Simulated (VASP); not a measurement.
Input of a VASP 6.6.1 run:

INCAR

```
SYSTEM = RbBr
PREC = Accurate
ENCUT = 520
EDIFF = 1E-6
ISMEAR = 0
SIGMA = 0.1
LREAL = .FALSE.
LASPH = .TRUE.
NELM = 80
ALGO = Normal
ISIF = 2
LWAVE = .FALSE.
LCHARG = .FALSE.
GGA = PE
NBANDS = 24
```

File KPOINTS:

```
regular mesh
0
G
  4 4 2
  0 0 0
```

File POSCAR:

```
RbBr
1.0
    0.0000000000      0.0000000000      4.3623475527
    4.7778869860      0.0000000000      0.0000000000
    0.0000000000      8.2755430126      0.0000000000
Rb Br
2 2
Direct
    0.5000000000      0.0000000000      0.3333333333
    0.5000000000      0.5000000000      0.8333333333
    0.0000000000      0.5000000000      0.5000000000
    0.0000000000      0.0000000000      0.0000000000
```

Potentials or basis: VASP PAW PBE potentials, release 64 (Rb_sv, Br).

Run with:

```bash
$ cat potpaw_PBE.64/Rb_sv/POTCAR potpaw_PBE.64/Br/POTCAR > POTCAR
$ mpirun -np 1 vasp_std > vasp.out
```

Question: What does it give for the pressure?

Answer: 0.0 GPa.

Question: Estimate the band gap on the k mesh.

Answer: 3.94 eV.
